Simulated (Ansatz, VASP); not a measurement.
# CaO in VASP and in Ansatz

POSCAR

```
CaO
1.0
    0.0000000000      2.2544163687      2.3975501103
    2.2544163687      0.0000000000      2.3975501103
    2.2544163687      2.2544163687      0.0000000000
Ca O
1 1
Direct
    0.0000000000      0.0000000000      0.0000000000
    0.5000000000      0.5000000000      0.5000000000
```

File INCAR.step1:

```
  PREC = Accurate
  ENCUT = 520
  ISMEAR = 0
  SIGMA = 0.01
  LREAL = F
  LASPH = T
  NELM = 100
  NBANDS = 15
  GGA = PE
  ALGO = Normal
  EDIFF = 1E-4
  LWAVE = T
  LCHARG = F
```

INCAR.step2

```
  PREC = Accurate
  ENCUT = 520
  EDIFF = 1E-6
  ISMEAR = 0
  SIGMA = 0.01
  LREAL = F
  LASPH = T
  NELM = 100
  ALGO = Normal
  ISIF = 2
  LWAVE = F
  LCHARG = F
  METAGGA = R2SCAN
  LMIXTAU = T
  NBANDS = 15
  ISTART = 1
```

Contents of KPOINTS:

```
Automatic mesh
0
Gamma
  10 10 10
```

Input for Ansatz:

```yaml
crystal:
  lattice:
    - [0.0, 2.2544163687, 2.3975501103]
    - [2.2544163687, 0.0, 2.3975501103]
    - [2.2544163687, 2.2544163687, 0.0]
  atoms:
    - { symbol: Ca, position: [0.0, 0.0, 0.0] }
    - { symbol: O, position: [0.5, 0.5, 0.5] }
kpoints:
  mp_grid: { grid: [10, 10, 10] }
  band_path:
    path:
      - [0.0, 0.0, 0.0]
      - [0.5, 0.0, 0.5]
      - [0.625, 0.25, 0.625]
      - [0.375, 0.375, 0.75]
      - [0.5, 0.5, 0.5]
      - [0.5, 0.25, 0.75]
      - [0.0, 0.5, 0.5]
    npoints: 1
hamiltonian:
  xc: r2scan
scf:
  occupations: { method: fixed }
  n_extra_bands: 4
output:
  forces: true
  stress: true
  eigenvalues: true
```

Change from the starting cell: biaxial_xy strain -6.0%.

Alike in both runs: task single point; functional r2SCAN; k mesh 10 × 10 × 10; no spin polarisation.

```csv
,VASP,Ansatz
version,VASP 6.6.1,Ansatz 0.2.0
potentials or method,"VASP PAW PBE potentials, release 64 (Ca_sv, O)","plane waves, PAW"
plane-wave cutoff (eV),520,500
occupations,"gaussian, width 0.01 eV",fixed
valence electrons in the cell,16,16
```

VASP gave:

* gap on the k mesh at the Fermi level (eV): 3.97
* pressure (GPa): 22.0
* traceless stress, the component that is largest in VASP (GPa): -12.79

**Question.** Estimate Ansatz's values.

**Answer.** gap on the k mesh at the Fermi level (eV): 4.00; pressure (GPa): 20.1; traceless stress, the component that is largest in VASP (GPa): -12.10.

VASP's potentials were made for PBE, not for r2SCAN.
